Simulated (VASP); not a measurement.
# Ni (Im-3m) in VASP: settings compared

Ni is run at these levels: PBEsol, BLYP, LDA; tasks: single point.

All numbers are computed with VASP 6.6.1; they aren't measurements. Logs are shortened: lines on timing, memory, paths and dates and some standing lists are left out, and cuts for length are marked.

## Step 1: The cell of the first run

Symmetry: Im-3m, No. 229, cubic system. Conventional cell: a = 2.767 Å, b = 2.767 Å, c = 2.767 Å, α = 90.00°, β = 90.00°, γ = 90.00°. Ni (site symmetry m-3m) has 14 Ni at 2.40 to 2.77 Å within 3.2 Å.

This isn't the form of Ni at room conditions, which is fcc.

## Step 2: Single point, PBEsol, collinear spin, ferromagnetic start

File INCAR:

```
SYSTEM = Ni
PREC = Accurate ; ENCUT = 520
EDIFF = 1E-7 ; ISMEAR = -1
SIGMA = 0.01 ; LREAL = .False.
LASPH = .True. ; NELM = 150
ALGO = Normal ; ISIF = 2
LWAVE = .False. ; LCHARG = .False.
ISPIN = 2 ; MAGMOM = 1.5
LORBIT = 11 ; LMAXMIX = 4
GGA = PS ; NBANDS = 15
```

File KPOINTS:

```
Automatic mesh
0
Gamma
  14 14 14
  0.5 0.5 0.5
```

File POSCAR:

```
Ni
1.0
   -1.3837154700      1.3837154700      1.3837154700
    1.3837154700     -1.3837154700      1.3837154700
    1.3837154700      1.3837154700     -1.3837154700
Ni
1
Direct
    0.0000000000      0.0000000000      0.0000000000
```

Potentials or basis: VASP PAW PBE potentials, release 64 (Ni).

Command:

```sh
$ cat potpaw_PBE.64/Ni/POTCAR > POTCAR
$ mpirun -np 1 vasp_std > vasp.out
```

OUTCAR:

```text
SYSTEM = Ni
   PREC = Accurate
   ENCUT = 520
   EDIFF = 1E-7
   ISMEAR = -1
   LREAL = .False.
   LASPH = .True.
   NELM = 150
   ISIF = 2
   ISPIN = 2
   LORBIT = 11
   GGA = PS

 ion  position               nearest neighbor table
   1  0.000  0.000  0.000-

  LATTYP: Found a body centered cubic cell.
 ALAT       =     2.7674309400

  Lattice vectors:

 A1 = (  -1.3837154700,   1.3837154700,   1.3837154700)
 A2 = (   1.3837154700,  -1.3837154700,   1.3837154700)
 A3 = (   1.3837154700,   1.3837154700,  -1.3837154700)

Analysis of symmetry for initial positions (statically):
=====================================================================
 Subroutine PRICEL returns:
 Original cell was already a primitive cell.

 Routine SETGRP: Setting up the symmetry group for a
 body centered cubic supercell.

 Subroutine GETGRP returns: Found 48 space group operations
 (whereof 48 operations were pure point group operations)
 out of a pool of 48 trial point group operations.

The static configuration has the point symmetry O_h .

Analysis of symmetry for dynamics (positions and initial velocities):
=====================================================================
 Subroutine PRICEL returns:
 Original cell was already a primitive cell.

 Routine SETGRP: Setting up the symmetry group for a
 body centered cubic supercell.

 Subroutine GETGRP returns: Found 48 space group operations
 (whereof 48 operations were pure point group operations)
 out of a pool of 48 trial point group operations.

The dynamic configuration has the point symmetry O_h .

Analysis of structural, dynamic, and magnetic symmetry:
=====================================================================
 Subroutine PRICEL returns:
 Original cell was already a primitive cell.

 Routine SETGRP: Setting up the symmetry group for a
 body centered cubic supercell.

 Subroutine GETGRP returns: Found 48 space group operations
 (whereof 48 operations were pure point group operations)
 out of a pool of 48 trial point group operations.

The overall configuration has the point symmetry O_h .

 Subroutine INISYM returns: Found 48 space group operations
 (whereof 48 operations are pure point group operations),
 and found     1 'primitive' translations

----------------------------------------------------------------------------------------

                                     Primitive cell

  volume of cell :      10.5974

  direct lattice vectors                    reciprocal lattice vectors
    -1.383715470  1.383715470  1.383715470     0.000000000  0.361345964  0.361345964
     1.383715470 -1.383715470  1.383715470     0.361345964  0.000000000  0.361345964
     1.383715470  1.383715470 -1.383715470     0.361345964  0.361345964  0.000000000

  length of vectors
     2.396665497  2.396665497  2.396665497     0.511020363  0.511020363  0.511020363

  position of ions in fractional coordinates (direct lattice)
     0.000000000  0.000000000  0.000000000

  ion indices of the primitive-cell ions
   primitive index   ion index
                 1           1

----------------------------------------------------------------------------------------

 KPOINTS: Automatic mesh

Automatic generation of k-mesh.
 Grid dimensions read from file:
 generate k-points for:   14   14   14

 Generating k-lattice:

  Cartesian coordinates                     Fractional coordinates (reciprocal lattice)
     0.000000000  0.025810426  0.025810426     0.071428571  0.000000000  0.000000000
     0.025810426  0.000000000  0.025810426     0.000000000  0.071428571  0.000000000
     0.025810426  0.025810426  0.000000000     0.000000000  0.000000000  0.071428571

  Length of vectors
     0.036501454  0.036501454  0.036501454

  Shift w.r.t. Gamma in fractional coordinates (k-lattice)
     0.500000000  0.500000000  0.500000000

 Subroutine IBZKPT returns following result:
 ===========================================

 Found    100 irreducible k-points:

 Following reciprocal coordinates:
            Coordinates               Weight
  0.035714  0.035714  0.035714      8.000000
  0.107143  0.035714  0.035714     24.000000
  0.178571  0.035714  0.035714     24.000000
  0.250000  0.035714  0.035714     24.000000
  0.321429  0.035714  0.035714     24.000000
  0.392857  0.035714  0.035714     24.000000
[... 16 lines left out ...]
 -0.250000  0.250000  0.035714     24.000000
 -0.178571  0.250000  0.035714     48.000000
 [... further k-points ...]
   k-points           NKPTS =    100   k-points in BZ     NKDIM =    100   number of bands    NBANDS=     15
   number of dos      NEDOS =    301   number of ions     NIONS =      1
   total plane-waves  NPLWV =   5832
   dimension x,y,z NGX =    18 NGY =   18 NGZ =   18
   dimension x,y,z NGXF=    36 NGYF=   36 NGZF=   36
   ions per type =               1
   NGX,Y,Z   is equivalent  to a cutoff of  12.49, 12.49, 12.49 a.u.
   NGXF,Y,Z  is equivalent  to a cutoff of  24.97, 24.97, 24.97 a.u.
 SYSTEM =  Ni
   PREC   = accura    normal or accurate (medium, high low for compatibility)
   ISTART =      0    job   : 0-new  1-cont  2-samecut
   ICHARG =      2    charge: 1-file 2-atom 10-const
   ISPIN  =      2    spin polarized calculation?
   LNONCOLLINEAR =      F non collinear calculations
   LSORBIT =      F    spin-orbit coupling
   LASPH  =      T    aspherical Exc in radial PAW
   ENCUT  =  520.0 eV  38.22 Ry    6.18 a.u.   4.46  4.46  4.46*2*pi/ulx,y,z
   NELM   =    150;   NELMIN=  2; NELMDL= -5     # of ELM steps
   EDIFF  = 0.1E-06   stopping-criterion for ELM
   LREAL  =      F    real-space projection
   EDIFFG = 0.1E-05   stopping-criterion for IOM
   NSW    =      0    number of steps for IOM
   IBRION =     -1    ionic relax: 0-MD 1-quasi-New 2-CG
   NFREE  =      0    steps in history (QN), initial steepest desc. (CG)
   ISIF   =      2    stress and relaxation
   ISYM   =      2    0-nonsym 1-usesym 2-fastsym
   POTIM  = 0.5000    time-step for ionic-motion
   TEBEG  =    0.0;   TEEND  =   0.0 temperature during run
   PSTRESS=    0.0 pullay stress
   NELECT =      10.0000    total number of electrons
   NUPDOWN=      -1.0000    fix difference up-down
   EMIN   =  10.00;   EMAX   =-10.00  energy-range for DOS
   EFERMI =   0.00;   METHOD = LEGACY
   ISMEAR =    -1;   SIGMA  =   0.01  broadening in eV -4-tet -1-fermi 0-gaus
   EFERMI_NEDOS =   21; number of points for ismear=-14 and -15
   IALGO  =     38    algorithm
   IMIX   =      4    mixing-type and parameters
     AMIX     =   0.40;   BMIX     =  1.00
     AMIX_MAG =   1.60;   BMIX_MAG =  1.00
  volume/ion in A,a.u.               =      10.60        71.51
  Fermi-wavevector in a.u.,A,eV,Ry     =   1.605738  3.034405 35.081190  2.578395
  Thomas-Fermi vector in A             =   2.702037
   LORBIT       =     11    0 simple, 1 ext, 2 COOP (PROOUT), +10 PAW based schemes
   GGA     = PS    functional components
   LHFCALC =     F    Hartree Fock is set to
   AEXX    =    0.0000 exact exchange contribution
   IVDW    =     0    specifies the selected vdW correction
   LEPSILON=     F    determine dielectric tensor
   LRPA    =     F    only Hartree local field effects (RPA)
 spin polarized calculation
  energy-cutoff  :      520.00
  volume of cell :       10.60
 maximum number of plane-waves:       309
 NGX is ok and might be reduce to    18
   NGX =  9   NGY =  9   NGZ =  9

 number of electron      10.0000004 magnetization       0.5664243

 Free energy of the ion-electron system (eV)
  ---------------------------------------------------
  ext. energy  EPLUGINS =         0.00000000
  ---------------------------------------------------
  free energy    TOTEN  =        -6.03257524 eV

  energy without entropy =       -6.03219373  energy(sigma->0) =       -6.03238448

 E-fermi :   9.4038     XC(G=0): -13.5867

 val. band max:        9.3993345806   @ k =  -0.1786   0.2500   0.1071
 cond. band min:       9.4259158568   @ k =  -0.1786   0.1786   0.1786
 fundamental gap:      0.0265812762
 Fermi energy:         9.4038205390

 spin component 1

 k-point     1 :       0.0357    0.0357    0.0357
  band No.  band energies     occupation
      1       0.6412      1.00000
      2       7.0147      1.00000
      3       7.0147      1.00000
      4       7.2429      1.00000
      5       8.5164      1.00000
      6       8.5164      1.00000
      7      34.3177      0.00000
      8      34.3177      0.00000
      9      36.4425      0.00000
     10      38.2926      0.00000
     11      40.6957      0.00000
     12      40.6957      0.00000
     13      42.4631      0.00000
     14      42.4631      0.00000
     15      46.4000      0.00000
[... 397 lines left out ...]
 k-point    24 :      -0.1786    0.2500    0.0357
  band No.  band energies     occupation
      1       2.4286      1.00000
      2       6.7577      1.00000
      3       6.9127      1.00000
      4       7.9834      1.00000
      5       8.1428      1.00000
      6       8.7076      1.00000
      7      27.4379      0.00000
      8      29.9996      0.00000
      9      34.0368      0.00000
     10      35.5926      0.00000
     11      38.4529      0.00000
     12      40.5772      0.00000
     13      46.3473      0.00000
     14      47.8940      0.00000
     15      51.6443      0.00000

 [... further k-points ...]

 spin component 2

 k-point     1 :       0.0357    0.0357    0.0357
  band No.  band energies     occupation
      1       0.6455      1.00000
      2       7.6823      1.00000
      3       7.6823      1.00000
      4       7.9214      1.00000
      5       9.0196      1.00000
      6       9.0196      1.00000
      7      34.2989      0.00000
      8      34.2989      0.00000
      9      36.3692      0.00000
     10      38.4715      0.00000
     11      40.7471      0.00000
     12      40.7471      0.00000
     13      42.5608      0.00000
     14      42.5608      0.00000
     15      46.5664      0.00000
[... 397 lines left out ...]
 k-point    24 :      -0.1786    0.2500    0.0357
  band No.  band energies     occupation
      1       2.4462      1.00000
      2       7.3999      1.00000
      3       7.5179      1.00000
      4       8.6532      1.00000
      5       8.6896      1.00000
      6       9.2186      1.00000
      7      27.5400      0.00000
      8      30.0799      0.00000
      9      34.1011      0.00000
     10      35.6575      0.00000
     11      38.5156      0.00000
     12      40.6382      0.00000
     13      46.4426      0.00000
     14      47.9081      0.00000
     15      51.7952      0.00000

 [... further k-points ...]

------------------------ aborting loop because EDIFF is reached ----------------------------------------

  FORCE on cell =-STRESS in cart. coord.  units (eV):
  Direction    XX          YY          ZZ          XY          YZ          ZX
  --------------------------------------------------------------------------------------
  -------------------------------------------------------------------------------------
  Total       -0.1709977     -0.1709977     -0.1709977     -0.0000000     -0.0000000      0.0000000
  in kB      -25.8523800    -25.8523800    -25.8523800     -0.0000000     -0.0000000      0.0000000
  external PRESSURE =     -25.8523800 kB  Pullay stress =       0.0000000 kB

 VOLUME and BASIS-vectors are now :
 -----------------------------------------------------------------------------
  energy-cutoff  :      520.00
  volume of cell :       10.60
      direct lattice vectors                 reciprocal lattice vectors
    -1.383715470  1.383715470  1.383715470     0.000000000  0.361345964  0.361345964
     1.383715470 -1.383715470  1.383715470     0.361345964  0.000000000  0.361345964
     1.383715470  1.383715470 -1.383715470     0.361345964  0.361345964  0.000000000

 POSITION                                       TOTAL-FORCE (eV/Angst)
 -----------------------------------------------------------------------------------
      0.00000      0.00000      0.00000         0.000000     -0.000000      0.000000
 -----------------------------------------------------------------------------------
    total drift:                                0.000000      0.000000      0.000000

  FREE ENERGIE OF THE ION-ELECTRON SYSTEM (eV)
  ---------------------------------------------------
  free  energy   TOTEN  =        -6.0325752426 eV

  energy  without entropy=       -6.0321937260  energy(sigma->0) =       -6.03238448

 total charge

# of ion       s       p       d       tot
------------------------------------------
    1        0.505   0.517   8.343   9.365

 magnetization (x)

# of ion       s       p       d       tot
------------------------------------------
    1       -0.004  -0.017   0.593   0.571
```

It took 49 s on 1 thread of Intel Xeon 8259CL, shared host; peak memory 0.14 GiB.

Results:

| Property | Result |
| --- | --- |
| Free energy | -6.0326 eV |
| Pressure | -2.6 GPa |
| Net moment | 0.57 μB per cell |
| Site moments | Ni +0.57 μB |
| Valence electrons inside the program's atomic spheres | Ni 9.37 |

Caveat: the PAW data sets were made with another functional, which shifts forces and pressure a little.

## Step 3: Single point, BLYP, collinear spin, ferromagnetic start

File INCAR:

```
PREC     = Accurate       # precision mode
ENCUT    = 520            # plane-wave cutoff, eV
EDIFF    = 1E-7           # SCF threshold, eV
ISMEAR   = -1             # smearing method
SIGMA    = 0.01           # smearing width, eV
LREAL    = F              # projectors in reciprocal space
LASPH    = T              # aspherical terms in the spheres
NELM     = 150            # most SCF steps
ALGO     = Normal         # electronic algorithm
ISIF     = 2              # what is computed and relaxed
LWAVE    = F              # write WAVECAR
LCHARG   = F              # write CHGCAR
ISPIN    = 2              # spin polarisation
MAGMOM   = 1.5            # initial moments
LORBIT   = 11             # projections on sites
LMAXMIX  = 4              # l up to which the mixer works
GGA      = B5             # functional
ALDAX    = 1.0          
AGGAX    = 1.0          
AGGAC    = 1.0          
ALDAC    = 0.0          
NBANDS   = 15             # bands
```

KPOINTS is that of step 2.

POSCAR is that of step 2.

Potentials or basis: VASP PAW PBE potentials, release 64 (Ni).

Command:

```sh
$ cat potpaw_PBE.64/Ni/POTCAR > POTCAR
$ mpirun -np 1 vasp_std > vasp.out
```

Wall time 70 s (1 thread of Intel Xeon 8259CL, shared host); peak memory 0.14 GiB.

It converged, with:

```
Free energy                                           : -4.4739 eV
Pressure                                              : 17.4 GPa
Net moment                                            : 0.53 μB per cell
Site moments                                          : Ni +0.53 μB
Valence electrons inside the program's atomic spheres : Ni 9.40
```

Levels at points of the mesh, in eV from the Fermi level:
Spin up:
| k point | band 2 | band 3 | band 4 | band 5 | band 6 | band 7 | band 8 | band 9 |
| --- | --- | --- | --- | --- | --- | --- | --- | --- |
| (0.04, 0.04, 0.04) | -2.36 | -2.36 | -2.13 | -0.86 | -0.86 | 25.28 | 25.28 | 27.44 |
Spin down:
```
           k point  band 2  band 3  band 4  band 5  band 6  band 7  band 8  band 9
(0.04, 0.04, 0.04)   -1.72   -1.72   -1.48   -0.44   -0.44   25.27   25.27   27.37
```

Caveat: the cell stands under pressure; the PAW data sets were made with another functional, which shifts forces and pressure a little.

## Step 4: Single point, LDA, collinear spin, ferromagnetic start

File INCAR:

```
ALGO     = Normal         # electronic algorithm
EDIFF    = 1E-6           # SCF threshold, eV
ENCUT    = 520            # plane-wave cutoff, eV
ISIF     = 2              # what is computed and relaxed
ISMEAR   = -1             # smearing method
ISPIN    = 2              # spin polarisation
LASPH    = True           # aspherical terms in the spheres
LCHARG   = False          # write CHGCAR
LMAXMIX  = 4              # l up to which the mixer works
LORBIT   = 11             # projections on sites
LREAL    = False          # projectors in reciprocal space
LWAVE    = False          # write WAVECAR
MAGMOM   = 1.5            # initial moments
NBANDS   = 15             # bands
NELM     = 150            # most SCF steps
PREC     = Accurate       # precision mode
SIGMA    = 0.01           # smearing width, eV
```

KPOINTS is that of step 3.

POSCAR is that of step 3.

Potentials or basis: VASP PAW LDA potentials, release 64 (Ni).

Command:

```sh
$ cat potpaw_LDA.64/Ni/POTCAR > POTCAR
$ mpirun -np 1 vasp_std > vasp.out
```

It took 59 s on 1 thread of Intel Xeon 8259CL, shared host; peak memory 0.13 GiB.

Results (log left out):

| Property | Result |
| --- | --- |
| Free energy | -6.4621 eV |
| Pressure | -11.8 GPa |
| Net moment | 0.24 μB per cell |
| Site moments | Ni +0.24 μB |
| Valence electrons inside the program's atomic spheres | Ni 9.37 |

Levels at points of the mesh, in eV from the Fermi level:
Spin up:
```
           k point  band 3  band 4  band 5  band 6  band 7  band 8
(0.04, 0.04, 0.04)   -2.15   -1.92   -0.68   -0.68   25.04   25.04
```
Spin down:
| k point | band 3 | band 4 | band 5 | band 6 | band 7 | band 8 |
| --- | --- | --- | --- | --- | --- | --- |
| (0.04, 0.04, 0.04) | -1.90 | -1.66 | -0.46 | -0.46 | 25.06 | 25.06 |

Caveat: the cell stands under tension.

## Step 5: Overview

| level | potentials or basis | gap on the mesh (eV) | pressure (GPa) | moment (μB) |
| --- | --- | --- | --- | --- |
| PBEsol | VASP PAW PBE potentials, release 64 (Ni) | none | -2.6 | 0.57 |
| BLYP | VASP PAW PBE potentials, release 64 (Ni) | none | 17.4 | 0.53 |
| LDA | VASP PAW LDA potentials, release 64 (Ni) | none | -11.8 | 0.24 |

Alike in all rows: task single point; spin collinear, ferromagnetic start; cell as given; k mesh 14 × 14 × 14, shifted; cutoff (eV) 520; smearing fermi-dirac 0.01 eV.

Caveats: the PAW data sets were made with another functional, which shifts forces and pressure a little (at least some runs); the cell stands under pressure (at least some runs); the cell stands under tension (at least some runs).

Total energies depend on the potentials used, so only differences within one code and one set of settings carry meaning.
